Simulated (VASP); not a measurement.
# Ti (Im-3m) in VASP: notebook

Runs on Ti. Level: PBEsol. Tasks: relaxation of cell and atoms.

All numbers are computed with VASP 6.6.1; they aren't measurements. Logs are shortened: lines on timing, memory, paths and dates and some standing lists are left out, and cuts for length are marked.

## Step 1: The cell of the first run

Symmetry: Im-3m, No. 229, cubic system. Conventional cell: a = 3.282 Å, b = 3.282 Å, c = 3.282 Å, α = 90.00°, β = 90.00°, γ = 90.00°. Within 3.7 Å of Ti (site symmetry m-3m) lie 14 Ti at 2.84 to 3.28 Å.

## Step 2: Relaxation of cell and atoms, PBEsol, target pressure 5 GPa, at which the enthalpy is minimised

INCAR

```
ALGO = Normal
EDIFF = 1E-6
EDIFFG = -0.02
ENCUT = 600
GGA = PS
IBRION = 2
ISIF = 3
ISMEAR = -1
LASPH = T
LCHARG = F
LREAL = F
LWAVE = F
NELM = 60
NSW = 80
PREC = Accurate
PSTRESS = 50.0
SIGMA = 0.05
```

KPOINTS

```
k-points
0
Gamma
  11 11 11
```

POSCAR

```
Ti
1.0
   -1.6410000000      1.6410000000      1.6410000000
    1.6410000000     -1.6410000000      1.6410000000
    1.6410000000      1.6410000000     -1.6410000000
Ti
1
Direct
    0.0000000000      0.0000000000      0.0000000000
```

Potentials or basis: VASP PAW PBE potentials, release 64 (Ti_sv).

Started as:

```
> cat potpaw_PBE.64/Ti_sv/POTCAR > POTCAR
> mpirun -np 1 vasp_std > vasp.out
```

OUTCAR:

```text
EDIFF = 1E-6
   EDIFFG = -0.02
   ENCUT = 600
   GGA = PS
   IBRION = 2
   ISIF = 3
   ISMEAR = -1
   LASPH = T
   LREAL = F
   NELM = 60
   NSW = 80
   PREC = Accurate
   PSTRESS = 50.0

 ion  position               nearest neighbor table
   1  0.000  0.000  0.000-

  LATTYP: Found a body centered cubic cell.
 ALAT       =     3.2820000000

  Lattice vectors:

 A1 = (  -1.6410000000,   1.6410000000,   1.6410000000)
 A2 = (   1.6410000000,  -1.6410000000,   1.6410000000)
 A3 = (   1.6410000000,   1.6410000000,  -1.6410000000)

Analysis of symmetry for initial positions (statically):
=====================================================================
 Subroutine PRICEL returns:
 Original cell was already a primitive cell.

 Routine SETGRP: Setting up the symmetry group for a
 body centered cubic supercell.

 Subroutine GETGRP returns: Found 48 space group operations
[... 9 lines left out ...]

 Routine SETGRP: Setting up the symmetry group for a
 body centered cubic supercell.

 Subroutine GETGRP returns: Found 48 space group operations
[... 11 lines left out ...]
                                     Primitive cell

  volume of cell :      17.6761

  direct lattice vectors                    reciprocal lattice vectors
    -1.641000000  1.641000000  1.641000000     0.000000000  0.304692261  0.304692261
     1.641000000 -1.641000000  1.641000000     0.304692261  0.000000000  0.304692261
     1.641000000  1.641000000 -1.641000000     0.304692261  0.304692261  0.000000000

  length of vectors
     2.842295375  2.842295375  2.842295375     0.430899928  0.430899928  0.430899928

  position of ions in fractional coordinates (direct lattice)
     0.000000000  0.000000000  0.000000000

  ion indices of the primitive-cell ions
   primitive index   ion index
                 1           1

----------------------------------------------------------------------------------------

 KPOINTS: k-points

Automatic generation of k-mesh.
 Grid dimensions read from file:
 generate k-points for:   11   11   11

 Generating k-lattice:

  Cartesian coordinates                     Fractional coordinates (reciprocal lattice)
     0.000000000  0.027699296  0.027699296     0.090909091  0.000000000  0.000000000
     0.027699296  0.000000000  0.027699296     0.000000000  0.090909091  0.000000000
     0.027699296  0.027699296  0.000000000     0.000000000  0.000000000  0.090909091
[... 62 lines left out ...]
   NFREE  =      1    steps in history (QN), initial steepest desc. (CG)
   ISIF   =      3    stress and relaxation
   ISYM   =      2    0-nonsym 1-usesym 2-fastsym
   POTIM  = 0.5000    time-step for ionic-motion
   TEBEG  =    0.0;   TEEND  =   0.0 temperature during run
   PSTRESS=   50.0 pullay stress
   NELECT =      12.0000    total number of electrons
   NUPDOWN=      -1.0000    fix difference up-down
   EMIN   =  10.00;   EMAX   =-10.00  energy-range for DOS
   EFERMI =   0.00;   METHOD = LEGACY
   ISMEAR =    -1;   SIGMA  =   0.05  broadening in eV -4-tet -1-fermi 0-gaus
   EFERMI_NEDOS =   21; number of points for ismear=-14 and -15
   IALGO  =     38    algorithm
   IMIX   =      4    mixing-type and parameters
     AMIX     =   0.40;   BMIX     =  1.00
     AMIX_MAG =   1.60;   BMIX_MAG =  1.00
  volume/ion in A,a.u.               =      17.68       119.28
  Fermi-wavevector in a.u.,A,eV,Ry     =   1.438821  2.718977 28.166848  2.070205
  Thomas-Fermi vector in A             =   2.557745
   LORBIT       =      0    0 simple, 1 ext, 2 COOP (PROOUT), +10 PAW based schemes
   GGA     = PS    functional components
   LHFCALC =     F    Hartree Fock is set to
   AEXX    =    0.0000 exact exchange contribution
   IVDW    =     0    specifies the selected vdW correction
   LEPSILON=     F    determine dielectric tensor
   LRPA    =     F    only Hartree local field effects (RPA)
 conjugate gradient relaxation of ions
 non-spin polarized calculation
  energy-cutoff  :      600.00
  volume of cell :       17.68
 maximum number of plane-waves:       603
   NGX = 11   NGY = 11   NGZ = 11

--------------------------------------- Ionic step        1  -------------------------------------------

 number of electron      12.0000001 magnetization

 Free energy of the ion-electron system (eV)
  ---------------------------------------------------
  ext. energy  EPLUGINS =         0.00000000
  ---------------------------------------------------
  free energy    TOTEN  =        -8.21747642 eV

  energy without entropy =       -8.19496695  energy(sigma->0) =       -8.20622169

------------------------ aborting loop because EDIFF is reached ----------------------------------------

  FORCE on cell =-STRESS in cart. coord.  units (eV):
  Direction    XX          YY          ZZ          XY          YZ          ZX
  --------------------------------------------------------------------------------------
  -------------------------------------------------------------------------------------
  Total       -0.7624666     -0.7624666     -0.7624666      0.0000000      0.0000000     -0.0000000
  in kB      -69.1107621    -69.1107621    -69.1107621      0.0000000      0.0000000     -0.0000000
  external PRESSURE =    -119.1107621 kB  Pullay stress =      50.0000000 kB
[... 61 lines left out ...]
--------------------------------------- Ionic step        3  -------------------------------------------

 number of electron      12.0000003 magnetization

 Free energy of the ion-electron system (eV)
  ---------------------------------------------------
  ext. energy  EPLUGINS =         0.00000000
  ---------------------------------------------------
  free energy    TOTEN  =        -8.23523587 eV

  energy without entropy =       -8.21813474  energy(sigma->0) =       -8.22668530

 E-fermi :   8.9356     XC(G=0): -12.0816

 val. band max:        8.9336310135   @ k =  -0.3636   0.3636   0.0909
 cond. band min:       8.9496870089   @ k =   0.2727   0.0909   0.0909
 fundamental gap:      0.0160559955
 Fermi energy:         8.9355693807

 k-point     1 :       0.0000    0.0000    0.0000
  band No.  band energies     occupation
      1     -47.1609      2.00000
      2     -22.9839      2.00000
      3     -22.9839      2.00000
      4     -22.9839      2.00000
      5       2.8142      2.00000
      6      10.0217      0.00000
      7      10.0217      0.00000
      8      10.0217      0.00000
      9      12.0082      0.00000
     10      12.0082      0.00000
[... 287 lines left out ...]
 k-point    24 :       0.3636    0.1818    0.0909
  band No.  band energies     occupation
      1     -46.9556      2.00000
      2     -23.7367      2.00000
      3     -23.3917      2.00000
      4     -23.1318      2.00000
      5       7.3619      2.00000
      6       8.2580      2.00000
      7       9.1198      0.04897
      8      12.2348      0.00000
      9      12.4581      0.00000
     10      16.0430      0.00000

 [... further k-points ...]
[... 5 lines left out ...]
  --------------------------------------------------------------------------------------
  -------------------------------------------------------------------------------------
  Total        0.4852501      0.4852501      0.4852501      0.0000000     -0.0000000      0.0000000
  in kB       49.1257498     49.1257498     49.1257498      0.0000000     -0.0000000      0.0000000
  external PRESSURE =      -0.8742502 kB  Pullay stress =      50.0000000 kB
[... 20 lines left out ...]
  energy  without entropy=       -8.2181347381  energy(sigma->0) =       -8.22668530

  enthalpy is  TOTEN    =        -7.7413501626 eV   P V=        0.4938857059

 reached required accuracy - stopping structural energy minimisation
```

OSZICAR:

```text
N       E                     dE             d eps       ncg     rms          rms(c)
DAV:   1     0.789935747239E+02    0.78994E+02   -0.73449E+03  1120   0.159E+03
DAV:   2    -0.499444791891E+01   -0.83988E+02   -0.82733E+02  1142   0.325E+02
DAV:   3    -0.930472480711E+01   -0.43103E+01   -0.42455E+01  1562   0.747E+01
[... 30 lines left out ...]
DAV:   6    -0.823368857239E+01   -0.19423E-02   -0.22821E-03  1238   0.418E-01    0.193E-01
DAV:   7    -0.823522635659E+01   -0.15378E-02   -0.34189E-03  1436   0.556E-01    0.388E-02
DAV:   8    -0.823523608554E+01   -0.97290E-05   -0.22208E-04  1290   0.123E-01    0.947E-03
DAV:   9    -0.823523575862E+01    0.32692E-06   -0.10348E-05  1226   0.254E-02    0.436E-04
DAV:  10    -0.823523586847E+01   -0.10986E-06   -0.11427E-06   878   0.637E-03
   3 F= -.77413502E+01 E0= -.77327996E+01  d E =-.755003E-01
```

Wall time 32 s (1 thread of Intel Xeon 8259CL, shared host); peak memory 0.15 GiB.

Results:

```yaml
Free_energy: -8.2352 eV
Relaxed_volume: 15.83 Å³/atom
Relaxed_cell: a = 2.739 Å, b = 2.739 Å, c = 2.739 Å, α = 109.47°, β = 109.47°, γ = 109.47°
Space_group_after_relaxing_to_0.05_Å: Im-3m (No. 229)
Energy_change_on_relaxing_the_enthalpy_is_what_falls: -17.8 meV/atom
Ionic_steps: 3
Pressure_after_relaxing: 4.9 GPa
Band_gap_on_the_k_mesh: zero (band 6 reaches 10.04 eV, above the bottom of band 7 at 8.27 eV)
```

Step by step:
| step | energy change (eV) | largest force (eV/Å) | pressure (GPa) | volume (Å³) |
| --- | --- | --- | --- | --- |
| 1 | 0.0000 | 0.0000 | -6.91 | 17.68 |
| 2 | 0.0705 | 0.0000 | 17.53 | 14.52 |
| 3 | -0.0178 | 0.0000 | 4.91 | 15.83 |

Final structure:
```xyz
1
Lattice="-1.5816 1.5816 1.5816 1.5816 -1.5816 1.5816 1.5816 1.5816 -1.5816" Properties=species:S:1:pos:R:3 pbc="T T T"
Ti    0.0000    0.0000    0.0000
```

Levels at points of the mesh, in eV from the Fermi level:
```tsv
k point	band 2	band 3	band 4	band 5	band 6	band 7	band 8	band 9	band 10
(0.00, 0.00, 0.00)	-31.92	-31.92	-31.92	-6.12	1.09	1.09	1.09	3.07	3.07
```

Caveat: the cell is relaxed towards a set pressure, so the enthalpy falls and the energy may rise; the PAW data sets were made with another functional, which shifts forces and pressure a little.

## Step 3: Relaxation of cell and atoms, PBEsol, target pressure 10 GPa, at which the enthalpy is minimised

INCAR

```
SYSTEM = Ti
PREC = Accurate
ENCUT = 600
EDIFF = 1E-7
ISMEAR = -1
SIGMA = 0.05
LREAL = .False.
LASPH = .True.
NELM = 100
ALGO = Normal
ISIF = 3
LWAVE = .False.
LCHARG = .False.
GGA = PS
IBRION = 2
NSW = 80
EDIFFG = -0.02
PSTRESS = 100.0
```

KPOINTS

```
regular mesh
0
Gamma
  11 11 11
  0 0 0
```

POSCAR is that of step 2.

Potentials or basis: VASP PAW PBE potentials, release 64 (Ti_sv).

Started as:

```
> cat potpaw_PBE.64/Ti_sv/POTCAR > POTCAR
> mpirun -np 1 vasp_std > vasp.out
```

Run time: 48 s. Hardware: 1 thread of Intel Xeon 8259CL, shared host; peak memory 0.15 GiB.

Results (log left out):

```
Free energy                                            : -8.2087 eV
Relaxed volume                                         : 15.25 Å³/atom
Relaxed cell                                           : a = 2.706 Å, b = 2.706 Å, c = 2.706 Å, α = 109.47°, β = 109.47°, γ = 109.47°
Space group after relaxing (to 0.05 Å)                 : Im-3m (No. 229)
Energy change on relaxing (the enthalpy is what falls) : +8.8 meV/atom
Ionic steps                                            : 4
Pressure after relaxing                                : 10.0 GPa
Band gap on the k mesh                                 : zero (band 6 reaches 10.49 eV, above the bottom of band 7 at 8.65 eV)
```

The path:
```
step  energy change (eV)  largest force (eV/Å)  pressure (GPa)  volume (Å³)
   1              0.0000                0.0000           -6.96        17.68
   2              0.2608                0.0000           33.40        13.31
   3              0.0061                0.0000            9.55        15.29
   4              0.0088                0.0000            9.98        15.25
```

Final structure:
```xyz
1
Lattice="-1.5621 1.5621 1.5621 1.5621 -1.5621 1.5621 1.5621 1.5621 -1.5621" Properties=species:S:1:pos:R:3 pbc="T T T"
Ti    0.0000    0.0000    3.1243
```

Levels at points of the mesh, in eV from the Fermi level:
```
           k point  band 3  band 4  band 5  band 6  band 7  band 8  band 9  band 10
(0.00, 0.00, 0.00)  -31.79  -31.79   -6.18    1.12    1.12    1.12    3.20     3.20
```

Caveat: the cell is relaxed towards a set pressure, so the enthalpy falls and the energy may rise; the PAW data sets were made with another functional, which shifts forces and pressure a little.
